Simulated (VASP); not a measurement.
SiC: single point with PBEsol+D3(BJ)

Crystal: SiC.

```
CELL_PARAMETERS angstrom
3.03413 0.00000 0.00000
-1.51706 2.62763 0.00000
0.00000 0.00000 9.93454
ATOMIC_POSITIONS crystal
Si 0.00000 0.00000 0.18789
Si 0.00000 0.00000 0.68789
Si 0.33333 0.66667 0.43784
Si 0.66667 0.33333 0.93784
C 0.00000 0.00000 0.00046
C 0.00000 0.00000 0.50046
C 0.33333 0.66667 0.24980
C 0.66667 0.33333 0.74980
```

* Program: VASP 6.6.1
* Task: single point
* Functional: PBEsol
* Dispersion: D3(BJ)
* Potentials or basis: VASP PAW PBE potentials, release 64 (Si, C)
* Cutoff: 520 eV
* k mesh: 10 × 10 × 3
* Occupations: fermi-dirac, width 0.05 eV
* Spin: no spin polarisation

- Pressure: 6.6 GPa
- Largest force: 0.019 eV/Å
- Band gap on the k mesh: 2.12 eV (least direct gap 3.25 eV)
- Dispersion energy per atom: -0.253 eV

Forces in eV/Å, atoms in the order of the input:
```
Si   0.000  0.000  0.009
Si   0.000  0.000  0.009
Si   0.000  0.000 -0.019
Si   0.000  0.000 -0.019
C    0.000  0.000 -0.001
C    0.000  0.000 -0.001
C    0.000  0.000  0.011
C    0.000  0.000  0.011
```

Stress tensor (GPa, compression positive):
```
6.68 0.00 0.00
0.00 6.68 0.00
0.00 0.00 6.40
```

Levels at points of the mesh, in eV from the valence-band top:
| k point | band 14 | band 15 | band 16 | band 17 | band 18 | band 19 |
| --- | --- | --- | --- | --- | --- | --- |
| (0.00, 0.00, 0.00) | -0.05 | 0.00 | 0.00 | 5.41 | 5.98 | 6.64 |
| (0.50, 0.00, 0.00) | -2.28 | -1.62 | -1.14 | 2.12 | 2.27 | 4.24 |

Run time: 83 s on 1 thread of AMD EPYC 7R13, with other jobs on the host, peak memory 0.19 GiB.

Caveat: the cell stands under pressure; the PAW data sets were made with another functional, which shifts forces and pressure a little; an odd mesh through Γ misses points on the zone boundary, where band edges can lie.
